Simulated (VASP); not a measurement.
The system is Al2Cu.

```
Al Cu
1.0
     4.10518    0.00000    0.00000
     0.00000    4.10518    0.00000
     0.00000    0.00000    2.89131
Al Cu
2 1
Direct
  0.50000 0.00000 0.50000
  0.00000 0.50000 0.50000
  0.00000 0.00000 0.00000
```

```yaml
Program: VASP 6.6.1
Task: relaxation of volume and atoms at fixed shape
Functional: PBEsol
Potentials_or_basis: VASP PAW PBE potentials, release 64 (Al, Cu)
Cutoff: 600 eV
k_mesh: 11 × 11 × 16
Occupations: methfessel-paxton, width 0.1 eV
Spin: no spin polarisation
```

At the start: pressure -2.2 GPa; volume 16.24 Å³/atom.

Question: Where does the relaxation end?

Answer: Over 3 steps the energy falls by 2.6 meV/atom and the volume is 15.87 Å³/atom (-2.3 %); space group P4/mmm (No. 123, to 0.1 Å) before and after.

The path:
```
step  energy change (eV)  largest force (eV/Å)  pressure (GPa)  volume (Å³)
   1              0.0000                0.0000           -2.25        48.73
   2             -0.0064                0.0000            0.99        47.14
   3             -0.0078                0.0000           -0.04        47.61
```

Final structure:
```xyz
3
Lattice="4.0736 0.0000 0.0000 0.0000 4.0736 0.0000 0.0000 0.0000 2.8691" Properties=species:S:1:pos:R:3 pbc="T T T"
Al    2.0368    0.0000    1.4345
Al    0.0000    2.0368    1.4345
Cu    0.0000    0.0000    0.0000
```

Caveat: the PAW data sets were made with another functional, which shifts forces and pressure a little.
